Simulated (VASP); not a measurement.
Wanted: the native input for a VASP 6.6.1 run.

```yaml
Task: single point
Functional: LDA
Potentials_or_basis: VASP PAW LDA potentials, release 64 (S, Li_sv)
Cutoff: 750 eV
k_mesh: 7 × 7 × 7
Occupations: fermi-dirac, width 0.05 eV
Spin: no spin polarisation
Dipole_correction: no
Further_INCAR_settings: ALGO = Normal; EDIFF = 1e-06; NBANDS = 13
```

The structure of Li2S lies in POSCAR:

```
Li2S
1.0
    0.0000000000      2.8445000000      2.8445000000
    2.8445000000      0.0000000000      2.8445000000
    2.8445000000      2.8445000000      0.0000000000
S Li
1 2
Direct
    0.0000000000      0.0000000000      0.0000000000
    0.7500000000      0.7500000000      0.7500000000
    0.2500000000      0.2500000000      0.2500000000
```

The input as run:

INCAR

```
ALGO = Normal ; EDIFF = 1E-6
ENCUT = 750 ; GGA_COMPAT = F
ISIF = 2 ; ISMEAR = -1
LASPH = T ; LCHARG = F
LREAL = F ; LWAVE = F
NBANDS = 13 ; NELM = 120
PREC = Accurate ; SIGMA = 0.05
```

KPOINTS

```
k-points
0
Gamma
  7 7 7
```

Potentials or basis: VASP PAW LDA potentials, release 64 (S, Li_sv).

Run with:

```sh
$ cat potpaw_LDA.64/S/POTCAR potpaw_LDA.64/Li_sv/POTCAR > POTCAR
$ mpirun -np 1 vasp_std > vasp.out
```

Results of the run:

* Pressure: -2.7 GPa
* Band gap on the k mesh: 3.32 eV (least direct gap 4.09 eV)

Caveat: an odd mesh through Γ misses points on the zone boundary, where band edges can lie.

It took 12 s on 1 thread of Intel(R) Xeon(R) Platinum 8259CL CPU @ 2.50GHz (Skylake/Cascade Lake), with other jobs on the host, peak memory 0.17 GiB.
